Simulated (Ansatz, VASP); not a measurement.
Al15As16: VASP beside Ansatz

```
Al As
1.0
     5.72791    5.72791    5.72791
    -5.72791    5.72791   -5.72791
    -5.72791   -5.72791    5.72791
Al As
15 16
Cartesian
  0.0076 5.7525 -0.0246
  -2.8885 2.8563 5.7033
  0.0000 2.8640 2.8640
  2.8885 5.7033 2.8716
  -5.7279 -2.8640 2.8640
  0.0076 -0.0246 5.7525
  2.8885 2.8716 5.7033
  -0.0076 -0.0246 -0.0246
  -2.8394 -2.8716 5.7525
  -2.8885 5.7033 2.8563
  -5.7279 2.8640 -2.8640
  -2.8394 5.7525 -2.8716
  -5.7356 0.0246 0.0246
  -2.8885 2.8716 0.0246
  -2.8885 0.0246 2.8716
  4.3439 4.2480 4.2480
  -1.4379 7.1539 1.4285
  -4.2900 4.3019 -4.2994
  -1.4355 4.3019 4.3019
  -4.2900 1.4260 -1.4285
  -1.4379 4.2994 -1.4260
  -1.4379 1.4285 7.1539
  -4.2900 -1.4285 1.4260
  -1.4355 1.4260 1.4260
  1.4355 4.3019 1.4260
  -4.2900 -4.2994 4.3019
  -1.4379 -1.4260 4.2994
  1.4355 1.4260 4.3019
  -7.1119 1.4799 1.4799
  -4.3439 4.2480 1.4799
  -4.3439 1.4799 4.2480
```

Change from the starting cell: Al vacancy (site a), charge +0, atoms relaxed at the host's cell, started again with a moment of 3 muB.

Alike in both runs: functional PBE; k mesh 3 × 3 × 3; occupations gaussian, width 0.01 eV; collinear spin.

Ansatz relaxed the structure, and its values are those at the end. VASP's run is a single point on that final structure, the one shown.

|  | VASP | Ansatz |
| --- | --- | --- |
| version | VASP 6.6.1 | Ansatz 0.2.0 |
| potentials or method | VASP PAW PBE potentials, release 64 (Al, As), cutoff 400 eV | scalar-relativistic, plane waves, PAW |
| valence electrons in the cell | 125 | 285 |

VASP gave:

```
gap on the k mesh at the Fermi level (eV)                     : none
rms of the force components (eV/Å)                            : 0.014
net moment per atom (μB)                                      : 0.06
size of the moment on the site where the two differ most (μB) : 0.16
```

Question: Which values does Ansatz return?

Answer: gap on the k mesh at the Fermi level (eV): none; rms of the force components (eV/Å): 0.012; net moment per atom (μB): 0.06; size of the moment on the site where the two differ most (μB): 0.16.

Site moments also hang on the region over which each program counts them. A gap of «none» marks a metal or a gap that the smearing closes. VASP's potentials hold 125 valence electrons a cell and Ansatz's 285, so a difference there can come from the potentials and not from the codes.
